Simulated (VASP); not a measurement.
# Sc (P6_3/mmc) in VASP: single point with PBE

Aim: the single point of Sc with PBE.

Everything below comes from runs of VASP 6.6.1. Logs are shortened: lines on timing, memory, paths and dates and some standing lists are left out, and cuts for length are marked.

**1. The cell of the first run**

The structure is hexagonal, space group P6_3/mmc (No. 194). The conventional cell has a = 3.291 Å, b = 3.291 Å, c = 10.502 Å, α = 90.00°, β = 90.00°, γ = 120.00°. Sc (site symmetry -3m) has 12 Sc at 3.24 to 3.29 Å within 4.3 Å. Sc (site symmetry -6m2) has 12 Sc at 3.24 to 3.29 Å within 4.3 Å.

**2. Single point, PBE, collinear spin**

INCAR

```
ALGO     = Normal         # electronic algorithm
EDIFF    = 1E-6           # SCF threshold, eV
ENCUT    = 520            # plane-wave cutoff, eV
GGA      = PE             # functional
ISIF     = 2              # what is computed and relaxed
ISMEAR   = -1             # smearing method
ISPIN    = 2              # spin polarisation
LASPH    = True           # aspherical terms in the spheres
LCHARG   = False          # write CHGCAR
LMAXMIX  = 4              # l up to which the mixer works
LORBIT   = 11             # projections on sites
LREAL    = False          # projectors in reciprocal space
LWAVE    = False          # write WAVECAR
MAGMOM   = 1 1 1 1        # initial moments
NBANDS   = 34             # bands
NELM     = 150            # most SCF steps
PREC     = Accurate       # precision mode
SIGMA    = 0.05           # smearing width, eV
```

KPOINTS

```
k-points
0
Gamma
  11 11 3
```

POSCAR

```
Sc
1.0
    3.2914271068      0.0000000000      0.0000000000
   -1.6457135534      2.8504594892      0.0000000000
    0.0000000000      0.0000000000     10.5021475574
Sc
4
Direct
    0.0000000000      0.0000000000      1.0000000000
    0.0000000000      0.0000000000      0.5000000000
    0.3333333333      0.6666666667      0.2500000000
    0.6666666667      0.3333333333      0.7500000000
```

Potentials or basis: VASP PAW PBE potentials, release 64 (Sc_sv).

On the command line:

```
$ cat potpaw_PBE.64/Sc_sv/POTCAR > POTCAR
$ mpirun -np 1 vasp_std > vasp.out
```

OUTCAR:

```text
EDIFF = 1E-6
   ENCUT = 520
   GGA = PE
   ISIF = 2
   ISMEAR = -1
   ISPIN = 2
   LASPH = True
   LORBIT = 11
   LREAL = False
   NELM = 150
   PREC = Accurate

 ion  position               nearest neighbor table
   1  0.000  0.000  0.000-   3 3.24   4 3.24   4 3.24   3 3.24   4 3.24   3 3.24
   2  0.000  0.000  0.500-   3 3.24   4 3.24   4 3.24   3 3.24   4 3.24   3 3.24
   3  0.333  0.667  0.250-   1 3.24   2 3.24   1 3.24   2 3.24   1 3.24   2 3.24
   4  0.667  0.333  0.750-   1 3.24   2 3.24   1 3.24   2 3.24   1 3.24   2 3.24

  LATTYP: Found a hexagonal cell.
 ALAT       =     3.2914271068
 C/A-ratio  =     3.1907580562

  Lattice vectors:

 A1 = (   3.2914271068,   0.0000000000,   0.0000000000)
 A2 = (  -1.6457135534,   2.8504594892,   0.0000000000)
 A3 = (   0.0000000000,   0.0000000000,  10.5021475574)

Analysis of symmetry for initial positions (statically):
=====================================================================
 Subroutine PRICEL returns:
 Original cell was already a primitive cell.

 Routine SETGRP: Setting up the symmetry group for a
 hexagonal supercell.

 Subroutine GETGRP returns: Found 24 space group operations
 (whereof 12 operations were pure point group operations)
 out of a pool of 24 trial point group operations.

The static configuration has the point symmetry D_3d.
 The point group associated with its full space group is D_6h.

Analysis of symmetry for dynamics (positions and initial velocities):
=====================================================================
 Subroutine PRICEL returns:
 Original cell was already a primitive cell.

 Routine SETGRP: Setting up the symmetry group for a
 hexagonal supercell.

 Subroutine GETGRP returns: Found 24 space group operations
 (whereof 12 operations were pure point group operations)
 out of a pool of 24 trial point group operations.

The dynamic configuration has the point symmetry D_3d.
 The point group associated with its full space group is D_6h.

Analysis of structural, dynamic, and magnetic symmetry:
=====================================================================
 Subroutine PRICEL returns:
 Original cell was already a primitive cell.

 Routine SETGRP: Setting up the symmetry group for a
 hexagonal supercell.

 Subroutine GETGRP returns: Found 24 space group operations
 (whereof 12 operations were pure point group operations)
 out of a pool of 24 trial point group operations.

The overall configuration has the point symmetry D_3d.
 The point group associated with its full space group is D_6h.

 Subroutine INISYM returns: Found 24 space group operations
 (whereof 12 operations are pure point group operations),
 and found     1 'primitive' translations

----------------------------------------------------------------------------------------

                                     Primitive cell

  volume of cell :      98.5320

  direct lattice vectors                    reciprocal lattice vectors
     3.291427107  0.000000000  0.000000000     0.303819580  0.175410316  0.000000000
    -1.645713553  2.850459489  0.000000000     0.000000000  0.350820632  0.000000000
     0.000000000  0.000000000 10.502147557     0.000000000  0.000000000  0.095218620

  length of vectors
     3.291427107  3.291427107 10.502147557     0.350820632  0.350820632  0.095218620

  position of ions in fractional coordinates (direct lattice)
     0.000000000  0.000000000  0.000000000
     0.000000000  0.000000000  0.500000000
     0.333333333  0.666666667  0.250000000
     0.666666667  0.333333333  0.750000000

  ion indices of the primitive-cell ions
   primitive index   ion index
                 1           1
                 2           2
                 3           3
                 4           4

----------------------------------------------------------------------------------------

 KPOINTS: k-points

Automatic generation of k-mesh.
 Grid dimensions read from file:
 generate k-points for:   11   11    3

 Generating k-lattice:

  Cartesian coordinates                     Fractional coordinates (reciprocal lattice)
     0.027619962  0.015946392  0.000000000     0.090909091 -0.000000000  0.000000000
     0.000000000  0.031892785  0.000000000     0.000000000  0.090909091  0.000000000
     0.000000000  0.000000000  0.031739540     0.000000000  0.000000000  0.333333333

  Length of vectors
     0.031892785  0.031892785  0.031739540

  Shift w.r.t. Gamma in fractional coordinates (k-lattice)
     0.000000000  0.000000000  0.000000000

 Subroutine IBZKPT returns following result:
 ===========================================

 Found     32 irreducible k-points:

 Following reciprocal coordinates:
            Coordinates               Weight
  0.000000  0.000000  0.000000      1.000000
  0.090909  0.000000  0.000000      6.000000
  0.181818  0.000000  0.000000      6.000000
  0.272727  0.000000  0.000000      6.000000
  0.363636  0.000000  0.000000      6.000000
  0.454545  0.000000  0.000000      6.000000
[... 16 lines left out ...]
  0.090909  0.090909  0.333333     12.000000
  0.181818  0.090909  0.333333     24.000000
 [... further k-points ...]
   k-points           NKPTS =     32   k-points in BZ     NKDIM =     32   number of bands    NBANDS=     34
   number of dos      NEDOS =    301   number of ions     NIONS =      4
   total plane-waves  NPLWV =  46080
   dimension x,y,z NGX =    24 NGY =   24 NGZ =   80
   dimension x,y,z NGXF=    48 NGYF=   48 NGZF=  160
   ions per type =               4
   NGX,Y,Z   is equivalent  to a cutoff of  12.12, 12.12, 12.66 a.u.
   NGXF,Y,Z  is equivalent  to a cutoff of  24.24, 24.24, 25.33 a.u.
 SYSTEM =  unknown system
   PREC   = accura    normal or accurate (medium, high low for compatibility)
   ISTART =      0    job   : 0-new  1-cont  2-samecut
   ICHARG =      2    charge: 1-file 2-atom 10-const
   ISPIN  =      2    spin polarized calculation?
   LNONCOLLINEAR =      F non collinear calculations
   LSORBIT =      F    spin-orbit coupling
   LASPH  =      T    aspherical Exc in radial PAW
   ENCUT  =  520.0 eV  38.22 Ry    6.18 a.u.   6.12  6.12 19.53*2*pi/ulx,y,z
   NELM   =    150;   NELMIN=  2; NELMDL= -5     # of ELM steps
   EDIFF  = 0.1E-05   stopping-criterion for ELM
   LREAL  =      F    real-space projection
   EDIFFG = 0.1E-04   stopping-criterion for IOM
   NSW    =      0    number of steps for IOM
   IBRION =     -1    ionic relax: 0-MD 1-quasi-New 2-CG
   NFREE  =      0    steps in history (QN), initial steepest desc. (CG)
   ISIF   =      2    stress and relaxation
   ISYM   =      2    0-nonsym 1-usesym 2-fastsym
   POTIM  = 0.5000    time-step for ionic-motion
   TEBEG  =    0.0;   TEEND  =   0.0 temperature during run
   PSTRESS=    0.0 pullay stress
   NELECT =      44.0000    total number of electrons
   NUPDOWN=      -1.0000    fix difference up-down
   EMIN   =  10.00;   EMAX   =-10.00  energy-range for DOS
   EFERMI =   0.00;   METHOD = LEGACY
   ISMEAR =    -1;   SIGMA  =   0.05  broadening in eV -4-tet -1-fermi 0-gaus
   EFERMI_NEDOS =   21; number of points for ismear=-14 and -15
   IALGO  =     38    algorithm
   IMIX   =      4    mixing-type and parameters
     AMIX     =   0.40;   BMIX     =  1.00
     AMIX_MAG =   1.60;   BMIX_MAG =  1.00
  volume/ion in A,a.u.               =      24.63       166.23
  Fermi-wavevector in a.u.,A,eV,Ry     =   1.251315  2.364642 21.303855  1.565789
  Thomas-Fermi vector in A             =   2.385268
   LORBIT       =     11    0 simple, 1 ext, 2 COOP (PROOUT), +10 PAW based schemes
   GGA     = PE    functional components
   LHFCALC =     F    Hartree Fock is set to
   AEXX    =    0.0000 exact exchange contribution
   IVDW    =     0    specifies the selected vdW correction
   LEPSILON=     F    determine dielectric tensor
   LRPA    =     F    only Hartree local field effects (RPA)
 spin polarized calculation
  energy-cutoff  :      520.00
  volume of cell :       98.53
 maximum number of plane-waves:      2677
   NGX = 13   NGY = 13   NGZ = 39

 number of electron      44.0000006 magnetization      -0.0036903

 number of electron      44.0000006 magnetization       0.0032568

 Free energy of the ion-electron system (eV)
  ---------------------------------------------------
  ext. energy  EPLUGINS =         0.00000000
  ---------------------------------------------------
  free energy    TOTEN  =       -24.93637283 eV

  energy without entropy =      -24.86936122  energy(sigma->0) =      -24.90286702

 E-fermi :   3.7154     XC(G=0):  -9.8788

 val. band max:        3.7105501741   @ k =   0.3636   0.0909   0.0000
 cond. band min:       3.7230110615   @ k =   0.1818   0.0000   0.3333
 fundamental gap:      0.0124608873
 Fermi energy:         3.7153660832

 spin component 1

 k-point     1 :       0.0000    0.0000    0.0000
  band No.  band energies     occupation
      1     -45.7146      1.00000
      2     -45.6884      1.00000
      3     -45.6745      1.00000
      4     -45.6481      1.00000
      5     -24.5369      1.00000
      6     -24.3514      1.00000
[... 26 lines left out ...]
     33       6.3442      0.00000
     34       6.3442      0.00000

 k-point     2 :       0.0909    0.0000    0.0000
  band No.  band energies     occupation
      1     -45.7106      1.00000
      2     -45.6856      1.00000
      3     -45.6717      1.00000
      4     -45.6464      1.00000
      5     -24.5263      1.00000
      6     -24.3549      1.00000
[... 26 lines left out ...]
     33       6.1529      0.00000
     34       6.1822      0.00000
[... 775 lines left out ...]
     33       6.2315      0.00000
     34       6.3169      0.00000

 k-point    24 :       0.1818    0.0909    0.3333
  band No.  band energies     occupation
      1     -45.6871      1.00000
      2     -45.6788      1.00000
      3     -45.6504      1.00000
      4     -45.6421      1.00000
      5     -24.4593      1.00000
      6     -24.4289      1.00000
[... 26 lines left out ...]
     33       6.3539      0.00000
     34       6.4599      0.00000

 [... further k-points ...]

 spin component 2

 k-point     1 :       0.0000    0.0000    0.0000
  band No.  band energies     occupation
      1     -45.7142      1.00000
      2     -45.6879      1.00000
      3     -45.6742      1.00000
      4     -45.6478      1.00000
      5     -24.5365      1.00000
      6     -24.3509      1.00000
[... 26 lines left out ...]
     33       6.3445      0.00000
     34       6.3445      0.00000

 k-point     2 :       0.0909    0.0000    0.0000
  band No.  band energies     occupation
      1     -45.7102      1.00000
      2     -45.6851      1.00000
      3     -45.6714      1.00000
      4     -45.6461      1.00000
      5     -24.5259      1.00000
      6     -24.3545      1.00000
[... 26 lines left out ...]
     33       6.1532      0.00000
     34       6.1825      0.00000
[... 775 lines left out ...]
     33       6.2319      0.00000
     34       6.3173      0.00000

 k-point    24 :       0.1818    0.0909    0.3333
  band No.  band energies     occupation
      1     -45.6867      1.00000
      2     -45.6784      1.00000
      3     -45.6501      1.00000
      4     -45.6418      1.00000
      5     -24.4589      1.00000
      6     -24.4285      1.00000
[... 26 lines left out ...]
     33       6.3543      0.00000
     34       6.4604      0.00000

 [... further k-points ...]

------------------------ aborting loop because EDIFF is reached ----------------------------------------

  FORCE on cell =-STRESS in cart. coord.  units (eV):
  Direction    XX          YY          ZZ          XY          YZ          ZX
  --------------------------------------------------------------------------------------
  -------------------------------------------------------------------------------------
  Total        0.0306293      0.0306293      0.0175516      0.0000000      0.0000000      0.0000000
  in kB        0.4980467      0.4980467      0.2853977      0.0000000      0.0000000      0.0000000
  external PRESSURE =       0.4271637 kB  Pullay stress =       0.0000000 kB

 VOLUME and BASIS-vectors are now :
 -----------------------------------------------------------------------------
  energy-cutoff  :      520.00
  volume of cell :       98.53
      direct lattice vectors                 reciprocal lattice vectors
     3.291427107  0.000000000  0.000000000     0.303819580  0.175410316  0.000000000
    -1.645713553  2.850459489  0.000000000     0.000000000  0.350820632  0.000000000
     0.000000000  0.000000000 10.502147557     0.000000000  0.000000000  0.095218620

 POSITION                                       TOTAL-FORCE (eV/Angst)
 -----------------------------------------------------------------------------------
      0.00000      0.00000      0.00000        -0.000000      0.000000      0.000000
      0.00000      0.00000      5.25107        -0.000000      0.000000      0.000000
     -0.00000      1.90031      2.62554        -0.000000      0.000000      0.000000
      1.64571      0.95015      7.87661         0.000000     -0.000000     -0.000000
 -----------------------------------------------------------------------------------
    total drift:                               -0.000000      0.000000     -0.000000

  FREE ENERGIE OF THE ION-ELECTRON SYSTEM (eV)
  ---------------------------------------------------
  free  energy   TOTEN  =       -24.9363728259 eV

  energy  without entropy=      -24.8693612170  energy(sigma->0) =      -24.90286702

 total charge

# of ion       s       p       d       tot
------------------------------------------
    1        2.273   6.101   1.009   9.383
    2        2.273   6.101   1.009   9.383
    3        2.277   6.099   1.007   9.383
    4        2.277   6.099   1.007   9.383
--------------------------------------------------
tot          9.100  24.401   4.031  37.532

 magnetization (x)

# of ion       s       p       d       tot
------------------------------------------
    1        0.000   0.000   0.000   0.000
    2        0.000   0.000   0.000   0.000
    3        0.000   0.000   0.000   0.001
    4        0.000   0.000   0.000   0.001
--------------------------------------------------
tot          0.000   0.000   0.001   0.002
```

It took 8.1 min on 1 thread of Intel Xeon 8259CL, shared host; peak memory 0.32 GiB.

What came out:

```yaml
Free_energy: -24.9364 eV
Pressure: 0.0 GPa
Band_gap_on_the_k_mesh: zero (filled and empty bands overlap)
Net_moment: 0.00 μB per cell
Valence_electrons_inside_the_program's_atomic_spheres: Sc 9.38
```
